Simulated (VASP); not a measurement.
Runs of VASP 6.6.1 on SrHI. The structure is that of space group P4/nmm (No. 129), or close to it. The cells are those of the table. 

```csv
cell,gap on the mesh (eV),pressure (GPa),largest force (eV/Å)
"a = 4.371, b = 4.371, c = 8.450 Å, 6 atoms",2.02,-1.8,1.66
"a = 4.332, b = 4.332, c = 8.374 Å, 6 atoms",1.94,-1.0,1.69
"a = 4.410, b = 4.410, c = 8.524 Å, 6 atoms",2.09,-2.5,1.63
"a = 4.292, b = 4.292, c = 8.297 Å, 6 atoms",1.86,0.0,1.73
"a = 4.251, b = 4.251, c = 8.218 Å, 6 atoms",1.76,1.0,1.77
"a = 4.485, b = 4.485, c = 8.670 Å, 6 atoms",(a),-3.5,1.57
"a = 4.447, b = 4.447, c = 8.598 Å, 6 atoms",2.11,-3.0,(b)
```

Alike in all rows: task single point; level LDA; potentials or basis VASP PAW LDA potentials, release 64 (Sr_sv, H, I); no spin polarisation; k mesh 4 × 4 × 4; cutoff (eV) 520; smearing gaussian 0.01 eV.

Fill in the values left out.

(a) 2.13; (b) 1.60.

Caveats: spin-orbit coupling is left out, which moves the levels of the heavy elements; forces of over 1 eV/Å act on the atoms, so gaps and moduli don't describe the material at rest.

A k mesh can miss the band edges, and the runs leave out spin-orbit coupling on I, Sr.
